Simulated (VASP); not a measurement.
# GaB2As3 (P4mm) in VASP: further runs, part 2 of 2

VASP 6.6.1. The steps go on from the part before.

## Step 4: Single point, PBE

This run uses another cell than the first one, of 17.53 Å³/atom, 0.986 times its volume.

The input, INCAR:

```
PREC = Accurate
ENCUT = 520
EDIFF = 1E-6
ISMEAR = 0
SIGMA = 0.1
LREAL = False
LASPH = True
NELM = 60
ALGO = Normal
ISIF = 2
LWAVE = False
LCHARG = False
GGA = PE
NBANDS = 26
```

The input, KPOINTS:

```
regular mesh
0
Gamma
  6 6 2
```

The input, POSCAR:

```
GaB2As3
1.0
    3.7324809400      0.0000000000      0.0000000000
    0.0000000000      3.7324809400      0.0000000000
    0.0000000000      0.0000000000      7.5477558700
Ga B As
1 2 3
Direct
    0.5000000000      0.5000000000      0.7029737000
    0.0000000000      0.0000000000      0.5988498400
    0.5000000000      0.5000000000      0.3479174100
    0.5000000000      0.0000000000      0.1183116100
    0.0000000000      0.5000000000      0.1183116100
    0.0000000000      0.0000000000      0.8395398300
```

Launch:

```sh
> cat potpaw_PBE.64/Ga_d/POTCAR potpaw_PBE.64/B/POTCAR potpaw_PBE.64/As/POTCAR > POTCAR
> mpirun -np 1 vasp_std > vasp.out
```

It took 38 s on 1 thread of AMD EPYC 7R13 (Zen 3), shared host; peak memory 0.19 GiB.

Results (log left out):

| Item | Value |
| --- | --- |
| Free energy | -22.3483 eV |
| Pressure | 5.0 GPa |
| Largest force | 3.410 eV/Å |
| Band gap on the k mesh | zero (band 17 reaches 5.66 eV, above the bottom of band 18 at 4.20 eV) |

Forces in eV/Å, atoms in the order of the input:
```
Ga   0.000  0.000 -1.837
B    0.000  0.000 -3.410
B    0.000  0.000 -0.021
As   0.000  0.000  1.718
As   0.000  0.000  1.718
As   0.000  0.000  1.831
```

Stress tensor (GPa, compression positive):
```
2.97 0.00 0.00
0.00 2.97 0.00
0.00 0.00 9.12
```

Levels at points of the mesh, in eV from the Fermi level:
| k point | band 15 | band 16 | band 17 | band 18 | band 19 | band 20 |
| --- | --- | --- | --- | --- | --- | --- |
| (0.00, 0.00, 0.00) | -2.01 | -1.95 | 0.84 | 0.99 | 1.10 | 1.10 |
| (0.50, 0.00, 0.00) | -1.32 | -1.30 | -0.18 | -0.15 | 0.08 | 0.67 |
| (0.50, 0.50, 0.00) | -3.35 | -2.87 | -2.87 | 0.16 | 2.13 | 2.46 |
| (0.00, 0.00, 0.50) | -2.23 | -0.24 | -0.02 | 0.94 | 1.58 | 2.13 |
| (0.50, 0.00, 0.50) | -1.92 | -0.54 | -0.50 | -0.26 | 1.44 | 2.13 |
| (0.50, 0.50, 0.50) | -2.01 | -1.93 | -1.93 | -0.62 | -0.05 | 0.36 |

Caveat: the k points lie up to 0.42 Å⁻¹ apart; forces of over 1 eV/Å act on the atoms, so gaps and moduli don't describe the material at rest.

## Step 5: Relaxation of cell and atoms, PBE

This run uses another cell than the first one, of 16.82 Å³/atom, 0.946 times its volume.

The input, INCAR:

```
SYSTEM = GaB2As3
PREC     = Accurate       ! precision mode
ENCUT    = 600            ! plane-wave cutoff, eV
EDIFF    = 1E-7           ! SCF threshold, eV
ISMEAR   = 0              ! smearing method
SIGMA    = 0.1            ! smearing width, eV
LREAL    = .False.        ! projectors in reciprocal space
LASPH    = .True.         ! aspherical terms in the spheres
NELM     = 100            ! most SCF steps
ALGO     = Normal         ! electronic algorithm
ISIF     = 3              ! what is computed and relaxed
LWAVE    = .False.        ! write WAVECAR
LCHARG   = .False.        ! write CHGCAR
GGA      = PE             ! functional
IBRION   = 2              ! ionic algorithm
NSW      = 90             ! ionic steps
EDIFFG   = -0.04          ! ionic threshold
```

The input, KPOINTS:

```
regular mesh
0
Gamma
  4 4 4
  0 0 0
```

The input, POSCAR:

```
GaB2As3
1.0
    4.1868043356      0.0000000000      0.0000000000
    0.0000000000      4.1868043356      0.0000000000
    0.0000000000      0.0000000000      5.7568522641
Ga B As
1 2 3
Direct
    0.5000000000      0.5000000000      0.7222700656
    0.0000000000      0.0000000000      0.4014508930
    0.5000000000      0.5000000000      0.3372715058
    0.5000000000      0.0000000000      0.2500589227
    0.0000000000      0.5000000000      0.2500589227
    0.0000000000      0.0000000000      0.7647936901
```

Launch:

```sh
> cat potpaw_PBE.64/Ga_d/POTCAR potpaw_PBE.64/B/POTCAR potpaw_PBE.64/As/POTCAR > POTCAR
> mpirun -np 1 vasp_std > vasp.out
```

Run time: 18 min. Hardware: 1 thread of AMD EPYC 7R13 (Zen 3), shared host; peak memory 0.25 GiB.

Results (log left out):

```yaml
Free_energy: -27.3833 eV
Relaxed_volume: 17.84 Å³/atom
Relaxed_cell: a = 3.946 Å, b = 3.946 Å, c = 6.875 Å, α = 90.00°, β = 90.00°, γ = 90.00°
Space_group_after_relaxing_to_0.05_Å: P4mm (No. 99)
Energy_gained_by_relaxing: 245.0 meV/atom
Ionic_steps: 36
Pressure_after_relaxing: 0.0 GPa
Largest_force_after_relaxing: 0.031 eV/Å
Band_gap_on_the_k_mesh: zero (band 17 reaches 5.03 eV, above the bottom of band 18 at 3.99 eV)
```

Forces on the atoms (eV/Å):
```
Ga   0.000  0.000 -0.017
B    0.000  0.000  0.031
B    0.000  0.000 -0.013
As   0.000  0.000 -0.009
As   0.000  0.000 -0.009
As   0.000  0.000  0.016
```

The path:
| step | energy change (eV) | largest force (eV/Å) | pressure (GPa) | volume (Å³) |
| --- | --- | --- | --- | --- |
| 1 | 0.0000 | 1.1914 | 1.26 | 100.91 |
| 2 | -0.0917 | 0.9670 | -0.39 | 102.86 |
| 3 | -0.1239 | 0.7761 | -1.78 | 104.83 |
| 4 | -0.1987 | 0.6901 | -1.03 | 103.76 |
| 5 | -0.3501 | 0.4794 | 1.37 | 100.58 |
| 6 | -0.4707 | 0.6848 | 4.63 | 94.41 |
| 7 | 3.0948 | 14.0296 | 27.55 | 82.74 |
| 8 | -0.4669 | 0.6999 | 4.85 | 94.19 |
| 9 | -0.3199 | 1.2939 | 9.77 | 88.36 |
| 10 | -0.4810 | 0.7336 | 5.17 | 93.42 |
| 11 | -0.5215 | 0.8836 | 6.78 | 90.87 |
| 12 | -0.5442 | 0.9347 | 6.48 | 90.99 |
| 13 | -0.5533 | 1.0232 | 6.21 | 91.12 |
| 14 | -0.5910 | 1.0159 | 5.36 | 91.85 |
| 15 | -0.6802 | 0.9593 | 3.00 | 94.05 |
| 16 | -0.7566 | 0.7554 | -1.00 | 98.56 |
| 17 | -0.7884 | 0.7545 | -0.84 | 98.68 |
| 18 | -0.8736 | 0.7883 | -0.31 | 99.04 |
| 19 | -0.9953 | 1.0008 | 0.94 | 99.67 |
| 20 | -0.9899 | 3.0035 | 4.27 | 100.62 |
| 21 | -1.0364 | 1.9027 | 2.41 | 100.16 |
| 22 | -1.0671 | 1.8247 | 2.27 | 100.52 |
| 23 | -1.1541 | 1.6040 | 1.93 | 101.58 |
| 24 | -1.2864 | 1.3032 | 1.53 | 103.64 |
| 25 | -1.3064 | 1.1991 | 1.18 | 107.47 |
| 26 | -1.3476 | 1.3948 | 1.31 | 105.43 |
| 27 | -1.3504 | 1.3663 | 1.27 | 105.87 |
| 28 | -1.4115 | 0.9661 | 0.55 | 106.65 |
| 29 | -1.4646 | 0.0400 | -0.78 | 108.39 |
| 30 | -1.4647 | 0.0615 | -0.73 | 108.31 |
| 31 | -1.4674 | 0.0642 | -0.36 | 107.80 |
| 32 | -1.4685 | 0.1007 | 0.01 | 107.29 |
| 33 | -1.4686 | 0.1125 | 0.08 | 107.19 |
| 34 | -1.4692 | 0.0777 | 0.06 | 107.15 |
| 35 | -1.4698 | 0.0687 | 0.01 | 107.07 |
| 36 | -1.4700 | 0.0314 | -0.02 | 107.06 |

Final structure:
```
Ga B As
1.0
     3.94619    0.00000    0.00000
     0.00000    3.94619    0.00000
     0.00000    0.00000    6.87521
Ga B As
1 2 3
Direct
  0.50000 0.50000 0.83529
  0.00000 0.00000 0.43616
  0.50000 0.50000 0.14310
  0.50000 0.00000 0.28733
  0.00000 0.50000 0.28733
  0.00000 0.00000 0.73669
```

Levels at points of the mesh, in eV from the Fermi level:
```tsv
k point	band 13	band 14	band 15	band 16	band 17	band 18	band 19	band 20	band 21
(0.00, 0.00, 0.00)	-2.77	-1.82	-1.26	-1.26	-0.60	-0.60	0.59	0.95	3.48
(0.50, 0.00, 0.00)	-4.05	-2.89	-2.66	-1.35	-0.34	0.43	2.52	2.88	3.26
(0.50, 0.50, 0.00)	-3.99	-3.52	-3.28	-3.28	-1.65	3.47	4.63	5.16	5.28
(0.00, 0.00, 0.50)	-1.82	-1.80	-1.80	-0.84	0.10	0.10	0.19	0.50	2.85
(0.50, 0.00, 0.50)	-4.04	-3.14	-2.24	-2.22	-2.05	0.27	2.81	3.55	3.61
(0.50, 0.50, 0.50)	-4.67	-3.04	-2.09	-2.09	-0.78	1.69	2.60	2.88	2.88
```

Caveat: the k points lie up to 0.40 Å⁻¹ apart in the final cell.

## Step 6: Summary

```tsv
task	cell	k mesh	cutoff (eV)	gap on the mesh (eV)	pressure (GPa)	largest force (eV/Å)
single point	a = 3.942, b = 3.942, c = 6.862 Å, 6 atoms	4 × 4 × 4	520	none	0.3	0.06
single point	a = 4.187, b = 4.187, c = 5.757 Å, 6 atoms	6 × 6 × 2	520	none	0.5	0.04
single point	a = 3.732, b = 3.732, c = 7.548 Å, 6 atoms	6 × 6 × 2	520	none	5.0	3.41
relaxation of cell and atoms	relaxed from a = 4.187, b = 4.187, c = 5.757 Å, 6 atoms	4 × 4 × 4	600	none	0.0	0.03
```

Alike in all rows: level PBE; potentials or basis VASP PAW PBE potentials, release 64 (Ga_d, B, As); no spin polarisation; smearing gaussian 0.1 eV.

Caveats: all runs use coarse meshes; forces of over 1 eV/Å act on the atoms, so gaps and moduli don't describe the material at rest (some runs).

Absolute energies hang on the potentials; compare differences alone.
